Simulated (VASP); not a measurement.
# Si16Ge (a cell with a defect) in VASP: single point with PBE+D3(BJ)

Aim: the single point of Si16Ge (a cell with a defect) with PBE+D3(BJ).

All numbers are computed with VASP 6.6.1; they aren't measurements. Logs are shortened: lines on timing, memory, paths and dates and some standing lists are left out, and cuts for length are marked.

### 1 The cell of the first run

The cell holds a defect, 17 atoms: a = 7.679 Å, b = 7.679 Å, c = 7.679 Å, α = 60.00°, β = 60.00°, γ = 60.00°.

### 2 Single point, PBE+D3(BJ)

INCAR reads:

```
SYSTEM = Si16Ge
  PREC = Accurate
  ENCUT = 520
  EDIFF = 1E-6
  ISMEAR = -1
  SIGMA = 0.02
  LREAL = Auto
  LASPH = .TRUE.
  NELM = 100
  ALGO = Normal
  ISIF = 2
  LWAVE = .FALSE.
  LCHARG = .TRUE.
  GGA = PE
  IVDW = 12
  LELF = .TRUE.
  LVHAR = .TRUE.
  NBANDS = 53
```

KPOINTS reads:

```
regular mesh
0
G
  2 2 2
  0 0 0
```

POSCAR reads:

```
Si16Ge
1.0
    0.0000000000      5.4300000000      5.4300000000
    5.4300000000      0.0000000000      5.4300000000
    5.4300000000      5.4300000000      0.0000000000
Si Ge
16 1
Direct
    0.0117704036     -0.0337153894      0.0102345227
    0.1590555105      0.1132075610      0.1150762735
    0.0172998518     -0.0019342989      0.4870801461
    0.1270208986      0.1077913089      0.6382163570
    0.0119532889      0.5123368617      0.0101926028
    0.1021243763      0.6027076528      0.1931093060
   -0.0243825350      0.4761318183      0.5726981682
    0.1270700005      0.6275084215      0.6382054776
    0.5224848699      0.0231044906     -0.0680154775
    0.6127214150      0.1132356588      0.1150621786
    0.4976050778     -0.0019279906      0.4870693811
    0.6490141747      0.1495852534      0.5524335946
    0.4655826592      0.5123421181      0.0101766816
    0.6126626828      0.6597076884      0.1149990398
    0.4975915600      0.5178785197      0.4869826655
    0.6072821238      0.6275090171      0.6381878633
    0.8121777417      0.3129178086      0.0628035192
```

Potentials or basis: VASP PAW PBE potentials, release 64 (Si, Ge_d).

Run with:

```
cat potpaw_PBE.64/Si/POTCAR potpaw_PBE.64/Ge_d/POTCAR > POTCAR
mpirun -np 1 vasp_std > vasp.out
```

OUTCAR:

```text
SYSTEM = Si16Ge
   PREC = Accurate
   ENCUT = 520
   EDIFF = 1E-6
   ISMEAR = -1
   LREAL = Auto
   LASPH = .TRUE.
   NELM = 100
   ISIF = 2
   GGA = PE
   IVDW = 12
 IVDW          = 12

 ion  position               nearest neighbor table
   1  0.012  0.966  0.010-   6 2.32   4 2.34  17 2.44   2 2.51  10 2.51
   2  0.159  0.113  0.115-   9 2.32   3 2.34  17 2.44   1 2.51   5 2.51
   3  0.017  0.998  0.487-   8 2.33   4 2.33   2 2.34  12 2.34
   4  0.127  0.108  0.638-   3 2.33  11 2.33   1 2.34   7 2.34
   5  0.012  0.512  0.010-   6 2.32   8 2.34  17 2.44   2 2.51  14 2.51
   6  0.102  0.603  0.193-   5 2.32  13 2.32   1 2.32   7 2.38
   7  0.976  0.476  0.573-   8 2.34  16 2.34   4 2.34   6 2.38
   8  0.127  0.628  0.638-  15 2.33   3 2.33   5 2.34   7 2.34
   9  0.522  0.023  0.932-  14 2.32   2 2.32  10 2.32  12 2.38
  10  0.613  0.113  0.115-   9 2.32  11 2.34  17 2.44   1 2.51  13 2.51
  11  0.498  0.998  0.487-  16 2.33   4 2.33  10 2.34  12 2.34
  12  0.649  0.150  0.552-  15 2.34  11 2.34   3 2.34   9 2.38
  13  0.466  0.512  0.010-   6 2.32  16 2.34  17 2.44  10 2.51  14 2.51
  14  0.613  0.660  0.115-   9 2.32  15 2.34  17 2.44  13 2.51   5 2.51
  15  0.498  0.518  0.487-   8 2.33  16 2.33  14 2.34  12 2.34
  16  0.607  0.628  0.638-  15 2.33  11 2.33  13 2.34   7 2.34
  17  0.812  0.313  0.063-   5 2.44  14 2.44  13 2.44   1 2.44  10 2.44   2 2.44

  LATTYP: Found a face centered cubic cell.
 ALAT       =    10.8600000000

  Lattice vectors:

 A1 = (   0.0000000000,   5.4300000000,   5.4300000000)
 A2 = (   5.4300000000,   0.0000000000,   5.4300000000)
 A3 = (   5.4300000000,   5.4300000000,   0.0000000000)

Analysis of symmetry for initial positions (statically):
=====================================================================
 Subroutine PRICEL returns:
 Original cell was already a primitive cell.

 Routine SETGRP: Setting up the symmetry group for a
 face centered cubic supercell.

 Subroutine GETGRP returns: Found  1 space group operations
 (whereof  1 operations were pure point group operations)
 out of a pool of 48 trial point group operations.

The static configuration has the point symmetry C_1 .

Analysis of symmetry for dynamics (positions and initial velocities):
=====================================================================
 Subroutine PRICEL returns:
 Original cell was already a primitive cell.

 Routine SETGRP: Setting up the symmetry group for a
 face centered cubic supercell.

 Subroutine GETGRP returns: Found  1 space group operations
 (whereof  1 operations were pure point group operations)
 out of a pool of 48 trial point group operations.

The dynamic configuration has the point symmetry C_1 .

 Subroutine INISYM returns: Found  1 space group operations
 (whereof  1 operations are pure point group operations),
 and found     1 'primitive' translations

----------------------------------------------------------------------------------------

                                     Primitive cell

  volume of cell :     320.2060

  direct lattice vectors                    reciprocal lattice vectors
     0.000000000  5.430000000  5.430000000    -0.092081031  0.092081031  0.092081031
     5.430000000  0.000000000  5.430000000     0.092081031 -0.092081031  0.092081031
     5.430000000  5.430000000  0.000000000     0.092081031  0.092081031 -0.092081031

  length of vectors
     7.679179644  7.679179644  7.679179644     0.159489025  0.159489025  0.159489025

  position of ions in fractional coordinates (direct lattice)
     0.011770404  0.966284611  0.010234523
     0.159055510  0.113207561  0.115076274
     0.017299852  0.998065701  0.487080146
     0.127020899  0.107791309  0.638216357
     0.011953289  0.512336862  0.010192603
     0.102124376  0.602707653  0.193109306
[... 9 lines left out ...]
     0.607282124  0.627509017  0.638187863
     0.812177742  0.312917809  0.062803519

  ion indices of the primitive-cell ions
   primitive index   ion index
                 1           1
                 2           2
                 3           3
                 4           4
                 5           5
                 6           6
[... 9 lines left out ...]
                16          16
                17          17

----------------------------------------------------------------------------------------

 KPOINTS: regular mesh

Automatic generation of k-mesh.
 Grid dimensions read from file:
 generate k-points for:    2    2    2

 Generating k-lattice:

  Cartesian coordinates                     Fractional coordinates (reciprocal lattice)
    -0.046040516  0.046040516  0.046040516     0.500000000  0.000000000  0.000000000
     0.046040516 -0.046040516  0.046040516     0.000000000  0.500000000  0.000000000
     0.046040516  0.046040516 -0.046040516     0.000000000  0.000000000  0.500000000

  Length of vectors
     0.079744512  0.079744512  0.079744512

  Shift w.r.t. Gamma in fractional coordinates (k-lattice)
     0.000000000  0.000000000  0.000000000

 Subroutine IBZKPT returns following result:
 ===========================================

 Found      8 irreducible k-points:

 Following reciprocal coordinates:
            Coordinates               Weight
  0.000000  0.000000  0.000000      1.000000
  0.500000  0.000000  0.000000      1.000000
  0.000000  0.500000  0.000000      1.000000
  0.000000  0.000000  0.500000      1.000000
  0.500000  0.500000  0.500000      1.000000
  0.500000  0.500000  0.000000      1.000000
  0.000000  0.500000  0.500000      1.000000
  0.500000  0.000000  0.500000      1.000000
   k-points           NKPTS =      8   k-points in BZ     NKDIM =      8   number of bands    NBANDS=     53
   number of dos      NEDOS =    301   number of ions     NIONS =     17
   total plane-waves  NPLWV = 216000
   dimension x,y,z NGX =    60 NGY =   60 NGZ =   60
   dimension x,y,z NGXF=   120 NGYF=  120 NGZF=  120
   ions per type =              16   1
   NGX,Y,Z   is equivalent  to a cutoff of  12.99, 12.99, 12.99 a.u.
   NGXF,Y,Z  is equivalent  to a cutoff of  25.98, 25.98, 25.98 a.u.
 SYSTEM =  Si16Ge
   PREC   = accura    normal or accurate (medium, high low for compatibility)
   ISTART =      0    job   : 0-new  1-cont  2-samecut
   ICHARG =      2    charge: 1-file 2-atom 10-const
   ISPIN  =      1    spin polarized calculation?
   LNONCOLLINEAR =      F non collinear calculations
   LSORBIT =      F    spin-orbit coupling
   LASPH  =      T    aspherical Exc in radial PAW
   ENCUT  =  520.0 eV  38.22 Ry    6.18 a.u.  14.28 14.28 14.28*2*pi/ulx,y,z
   NELM   =    100;   NELMIN=  2; NELMDL= -5     # of ELM steps
   EDIFF  = 0.1E-05   stopping-criterion for ELM
   LREAL  =      T    real-space projection
   EDIFFG = 0.1E-04   stopping-criterion for IOM
   NSW    =      0    number of steps for IOM
   IBRION =     -1    ionic relax: 0-MD 1-quasi-New 2-CG
   NFREE  =      0    steps in history (QN), initial steepest desc. (CG)
   ISIF   =      2    stress and relaxation
   ISYM   =      2    0-nonsym 1-usesym 2-fastsym
   POTIM  = 0.5000    time-step for ionic-motion
   TEBEG  =    0.0;   TEEND  =   0.0 temperature during run
   PSTRESS=    0.0 pullay stress
   NELECT =      78.0000    total number of electrons
   NUPDOWN=      -1.0000    fix difference up-down
   EMIN   =  10.00;   EMAX   =-10.00  energy-range for DOS
   EFERMI =   0.00;   METHOD = LEGACY
   ISMEAR =    -1;   SIGMA  =   0.02  broadening in eV -4-tet -1-fermi 0-gaus
   EFERMI_NEDOS =   21; number of points for ismear=-14 and -15
   IALGO  =     38    algorithm
   IMIX   =      4    mixing-type and parameters
     AMIX     =   0.40;   BMIX     =  1.00
     AMIX_MAG =   1.60;   BMIX_MAG =  1.00
  volume/ion in A,a.u.               =      18.84       127.11
  Fermi-wavevector in a.u.,A,eV,Ry     =   1.022421  1.932096 14.222785  1.045345
  Thomas-Fermi vector in A             =   2.156100
   LORBIT       =      0    0 simple, 1 ext, 2 COOP (PROOUT), +10 PAW based schemes
   GGA     = PE    functional components
   LHFCALC =     F    Hartree Fock is set to
   AEXX    =    0.0000 exact exchange contribution
   IVDW    =    12    specifies the selected vdW correction
   LEPSILON=     F    determine dielectric tensor
   LRPA    =     F    only Hartree local field effects (RPA)
 non-spin polarized calculation
  energy-cutoff  :      520.00
  volume of cell :      320.21
 maximum number of plane-waves:      8646
 NGX is ok and might be reduce to    60
   NGX = 29   NGY = 29   NGZ = 29

 number of electron      77.9999999 magnetization

 Free energy of the ion-electron system (eV)
  ---------------------------------------------------
  ext. energy  EPLUGINS =         0.00000000
  ---------------------------------------------------
  free energy    TOTEN  =       -86.35785844 eV

  energy without entropy =      -86.35553868  energy(sigma->0) =      -86.35669856

 E-fermi :   6.6421     XC(G=0):  -9.7728

 val. band max:        6.5790933000   @ k =   0.0000   0.0000   0.5000
 cond. band min:       6.7148293546   @ k =   0.0000   0.0000   0.0000
 fundamental gap:      0.1357360546
 Fermi energy:         6.6420700155

 k-point     1 :       0.0000    0.0000    0.0000
  band No.  band energies     occupation
      1     -17.9176      2.00000
      2     -17.9176      2.00000
      3     -17.7884      2.00000
      4     -17.7883      2.00000
      5     -17.7829      2.00000
      6      -6.3412      2.00000
[... 43 lines left out ...]
     50       8.6160      0.00000
     51       8.8268      0.00000

 k-point     2 :       0.5000    0.0000    0.0000
  band No.  band energies     occupation
      1     -17.9176      2.00000
      2     -17.9176      2.00000
      3     -17.7884      2.00000
      4     -17.7883      2.00000
      5     -17.7829      2.00000
      6      -5.9154      2.00000
[... 316 lines left out ...]
 k-point     8 :       0.5000    0.0000    0.5000
  band No.  band energies     occupation
      1     -17.9176      2.00000
      2     -17.9176      2.00000
      3     -17.7884      2.00000
      4     -17.7883      2.00000
      5     -17.7829      2.00000
      6      -5.8055      2.00000
[... 43 lines left out ...]
     50      10.3930      0.00000
     51      10.4235      0.00000
 [bands above 51 left out]

------------------------ aborting loop because EDIFF is reached ----------------------------------------

 Edisp (eV)   -5.66674

 E8    (eV) :    -2.3546

  FORCE on cell =-STRESS in cart. coord.  units (eV):
  Direction    XX          YY          ZZ          XY          YZ          ZX
  --------------------------------------------------------------------------------------
  -------------------------------------------------------------------------------------
  Total       5.09306     5.08427     5.08545    -1.33617     1.33357     1.33716
  in kB      25.48353    25.43955    25.44549    -6.68562     6.67261     6.69059
  external pressure =       25.46 kB  Pullay stress =        0.00 kB

 VOLUME and BASIS-vectors are now :
 -----------------------------------------------------------------------------
  energy-cutoff  :      520.00
  volume of cell :      320.21
      direct lattice vectors                 reciprocal lattice vectors
     0.000000000  5.430000000  5.430000000    -0.092081031  0.092081031  0.092081031
     5.430000000  0.000000000  5.430000000     0.092081031 -0.092081031  0.092081031
     5.430000000  5.430000000  0.000000000     0.092081031  0.092081031 -0.092081031

 POSITION                                       TOTAL-FORCE (eV/Angst)
 -----------------------------------------------------------------------------------
      5.30250      0.11949      5.31084         0.002019     -0.001273      0.001394
      1.23958      1.48854      1.47839         0.006611     -0.009849     -0.005210
      8.06434      2.73878      5.51343        -0.017335      0.022571      0.021319
      4.05082      4.15524      1.27503        -0.020750      0.017851     -0.017708
      2.83733      0.12025      2.84690        -0.002909     -0.006842     -0.009189
      4.32129      1.60312      3.82724        -0.004290     -0.008604      0.008834
[... 9 lines left out ...]
      6.87273      6.76290      6.70492         0.019705     -0.019795     -0.016359
      2.04017      4.75115      6.10927        -0.000127      0.000022     -0.000082
 -----------------------------------------------------------------------------------
    total drift:                               -0.000374      0.001882     -0.000973

  FREE ENERGIE OF THE ION-ELECTRON SYSTEM (eV)
  ---------------------------------------------------
  free  energy   TOTEN  =       -92.0246010235 eV

  energy  without entropy=      -92.0222812634  energy(sigma->0) =      -92.02344114
```

It took 3.2 min on 1 thread of Intel Xeon Platinum 8488C (Sapphire Rapids), shared host; peak memory 0.48 GiB.

Results:

```yaml
Free_energy: -92.0246 eV
Pressure: 2.5 GPa
Largest_force: 0.036 eV/Å
Band_gap_on_the_k_mesh: 0.14 eV
Dispersion_energy_per_atom: -0.333 eV
```

Forces in eV/Å, atoms in the order of the input:
```
Si   0.002 -0.001  0.001
Si   0.007 -0.010 -0.005
Si  -0.017  0.023  0.021
Si  -0.021  0.018 -0.018
Si  -0.003 -0.007 -0.009
Si  -0.004 -0.009  0.009
Si  -0.005 -0.004  0.004
Si   0.019  0.017  0.020
Si   0.009  0.008 -0.007
Si   0.006  0.005  0.009
Si  -0.018 -0.021 -0.023
Si   0.002  0.004 -0.004
Si  -0.003  0.009  0.007
Si  -0.014  0.008 -0.007
Si   0.021 -0.019  0.019
Si   0.020 -0.020 -0.016
Ge   0.000  0.000  0.000
```

Stress tensor (GPa, compression positive):
```
 2.55 -0.67  0.67
-0.67  2.54  0.67
 0.67  0.67  2.54
```

Caveat: the k points lie up to 0.50 Å⁻¹ apart.
